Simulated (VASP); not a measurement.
ZnCu2SnS4:

```
CELL_PARAMETERS angstrom
-2.65238 2.65238 5.30475
2.65238 -2.65238 5.30475
2.65238 2.65238 -5.30475
ATOMIC_POSITIONS crystal
Cu 0.00000 0.00000 0.00000
Cu 0.75000 0.25000 0.50000
Zn 0.25000 0.75000 0.50000
Sn 0.50000 0.50000 0.00000
S 0.11700 0.61700 0.99000
S 0.38300 0.37300 0.50000
S 0.62700 0.12700 0.01000
S 0.87300 0.88300 0.50000
```

| Quantity | Value |
| --- | --- |
| Program | VASP 6.6.1 |
| Task | relaxation of cell and atoms |
| Functional | PBE |
| Potentials or basis | VASP PAW PBE potentials, release 64 (Cu, Zn, Sn_d, S) |
| Cutoff | 600 eV |
| k mesh | 6 × 6 × 6 |
| Occupations | fermi-dirac, width 0.02 eV |
| Spin | no spin polarisation |

At the start: pressure 9.6 GPa; volume 18.66 Å³/atom.

Problem. How do energy, volume and symmetry change on relaxing?

Solution. Over 17 steps the energy falls by 78.4 meV/atom and the volume is 20.47 Å³/atom (+9.7 %); space group I-4 (No. 82, to 0.1 Å) before and after.

Step by step:
| step | energy change (eV) | largest force (eV/Å) | pressure (GPa) | volume (Å³) |
| --- | --- | --- | --- | --- |
| 1 | 0.0000 | 1.5276 | 9.65 | 149.28 |
| 2 | -0.4780 | 0.1743 | -3.82 | 174.90 |
| 3 | -0.5909 | 0.3529 | -0.59 | 166.05 |
| 4 | -0.6141 | 0.2227 | -0.35 | 164.82 |
| 5 | -0.6194 | 0.1222 | 0.70 | 161.88 |
| 6 | -0.6261 | 0.0506 | 0.28 | 163.13 |
| 7 | -0.6269 | 0.0246 | -0.12 | 164.00 |
| 8 | -0.6269 | 0.0262 | -0.04 | 163.80 |
| 9 | -0.6271 | 0.0102 | -0.01 | 163.74 |
| 10 | -0.6271 | 0.0021 | 0.05 | 163.70 |
| 11 | -0.6271 | 0.0112 | -0.05 | 163.88 |
| 12 | -0.6271 | 0.0051 | 0.01 | 163.75 |
| 13 | -0.6271 | 0.0056 | -0.07 | 163.75 |
| 14 | -0.6271 | 0.0044 | 0.05 | 163.75 |
| 15 | -0.6271 | 0.0065 | -0.03 | 163.75 |
| 16 | -0.6271 | 0.0052 | 0.00 | 163.75 |
| 17 | -0.6271 | 0.0032 | 0.00 | 163.75 |

Final structure:
```xyz
8
Lattice="-2.7363 2.7363 5.4677 2.7363 -2.7363 5.4677 2.7363 2.7363 -5.4677" Properties=species:S:1:pos:R:3 pbc="T T T"
Cu    0.0000    0.0000    0.0000
Cu    0.0000    2.7363    2.7338
Zn    2.7363    0.0000    2.7338
Sn    0.0000    0.0000    5.4677
S     4.1481    1.2825   -1.4131
S     1.2825    1.3244    1.4131
S    -1.4119    1.4538    4.0545
S     1.4538    1.4119    6.8808
```
